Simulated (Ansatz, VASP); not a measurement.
**B: VASP beside Ansatz**

Contents of INCAR:

```
SYSTEM = B
ALGO = Normal
EDIFF = 1E-7
EDIFFG = -0.04
ENCUT = 910
GGA = PE
GGA_COMPAT = .False.
IBRION = 2
ISIF = 3
ISMEAR = 0
LASPH = .True.
LCHARG = .False.
LREAL = .False.
LWAVE = .False.
NELM = 120
NELMIN = 4
NSW = 90
PREC = Accurate
SIGMA = 0.1
```

Contents of KPOINTS:

```
k-points
0
Gamma
  4 4 4
  0 0 0
```

Contents of POSCAR:

```
B
1.0
    3.8248727900      0.0000000000      0.0000000000
    0.0000000000      3.8248727900      0.0000000000
    0.0000000000      0.0000000000      3.9227540100
B
8
Direct
    0.2058192000      0.4510069400      0.9491785700
    0.0489930600      0.2941808000      0.5508214300
    0.9510069400      0.7058192000      0.5508214300
    0.4510069400      0.7941808000      0.0508214300
    0.7941808000      0.5489930600      0.9491785700
    0.7058192000      0.0489930600      0.4491785700
    0.2941808000      0.9510069400      0.4491785700
    0.5489930600      0.2058192000      0.0508214300
```

Input for Ansatz:

```yaml
crystal:
  lattice:
    - [3.82487279, 0.0, 0.0]
    - [0.0, 3.82487279, 0.0]
    - [0.0, 0.0, 3.92275401]
  atoms:
    - { symbol: B, position: [0.2058192, 0.45100694, 0.94917857] }
    - { symbol: B, position: [0.04899306, 0.2941808, 0.55082143] }
    - { symbol: B, position: [0.95100694, 0.7058192, 0.55082143] }
    - { symbol: B, position: [0.45100694, 0.7941808, 0.05082143] }
    - { symbol: B, position: [0.7941808, 0.54899306, 0.94917857] }
    - { symbol: B, position: [0.7058192, 0.04899306, 0.44917857] }
    - { symbol: B, position: [0.2941808, 0.95100694, 0.44917857] }
    - { symbol: B, position: [0.54899306, 0.2058192, 0.05082143] }
basis:
  ecutwfc: 420
kpoints:
  mp_grid: { grid: [4, 4, 4] }
hamiltonian:
  xc: pbe
scf:
  occupations: { method: gaussian, width: 0.1 }
  lower_state_search: "off"
output:
  forces: true
  stress: true
  eigenvalues: true
relax:
  adjacent_minimum: "off"
  f_tol: 0.04
  max_steps: 70
  cell: { stress_tol: 0.4 }
```

Alike in both runs: task relaxation of cell and atoms; functional PBE; k mesh 4 × 4 × 4; occupations gaussian, width 0.1 eV; no spin polarisation.

|  | VASP | Ansatz |
| --- | --- | --- |
| version | VASP 6.6.1 | Ansatz 0.2.0 |
| potentials or method | VASP PAW PBE potentials, release 64 (B_h), cutoff 910 eV | scalar-relativistic, plane waves, PAW |
| valence electrons in the cell | 24 | 24 |

VASP gave:

| Quantity | Value |
| --- | --- |
| gap on the k mesh at the Fermi level, each at its own relaxed structure (eV) | none |
| relaxed volume (Å³/atom) | 7.74 |
| relaxed cell length with the largest relative difference (Å) | 4.784 |

Task: What did Ansatz give for the same quantities?

Result: gap on the k mesh at the Fermi level, each at its own relaxed structure (eV): none; relaxed volume (Å³/atom): 7.77; relaxed cell length with the largest relative difference (Å): 4.654.

A gap of «none» marks a metal or a gap that the smearing closes.

The k mesh is coarse, so the values compare programs but aren't converged.
